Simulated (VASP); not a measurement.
Li:

```
Li
1.0
     5.12000    0.00000    0.00000
     0.00000    5.12000    0.00000
     0.00000    0.00000    5.12000
Li
7
Direct
  0.50000 0.50000 0.00000
  0.00000 0.50000 0.50000
  0.50000 0.00000 0.50000
  0.50000 0.50000 0.50000
  0.50000 0.00000 0.00000
  0.00000 0.50000 0.00000
  0.00000 0.00000 0.50000
```

* Program: VASP 6.6.1
* Task: relaxation of cell and atoms
* Functional: PBE
* Potentials or basis: VASP PAW PBE potentials, release 64 (Li_sv)
* Cutoff: 600 eV
* k mesh: 8 × 8 × 8
* Occupations: gaussian, width 0.1 eV
* Spin: no spin polarisation

At the start: pressure 2.2 GPa; volume 19.17 Å³/atom.

Task: Where does the relaxation end?

Result: Over 4 steps the energy falls by 21.0 meV/atom and the volume is 22.55 Å³/atom (+17.6 %); space group Pm-3m (No. 221, to 0.05 Å).

The path:
| step | energy change (eV) | largest force (eV/Å) | pressure (GPa) | volume (Å³) |
| --- | --- | --- | --- | --- |
| 1 | 0.0000 | 0.0000 | 2.19 | 134.22 |
| 2 | -0.0608 | 0.0000 | 1.60 | 139.37 |
| 3 | -0.1460 | 0.0000 | 0.17 | 155.62 |
| 4 | -0.1473 | 0.0000 | 0.01 | 157.87 |

Final structure:
```
Li
1.0
     5.40468    0.00000    0.00000
     0.00000    5.40468    0.00000
     0.00000    0.00000    5.40468
Li
7
Direct
  0.50000 0.50000 0.00000
  0.00000 0.50000 0.50000
  0.50000 0.00000 0.50000
  0.50000 0.50000 0.50000
  0.50000 0.00000 0.00000
  0.00000 0.50000 0.00000
  0.00000 0.00000 0.50000
```

Caveat: the cutoff is under 1.25 times the usual one of these potentials, so pressure, stress and relaxed cells hold a basis-set (Pulay) error; the volume moved by over 15 % at a fixed basis, so the end points are rough.
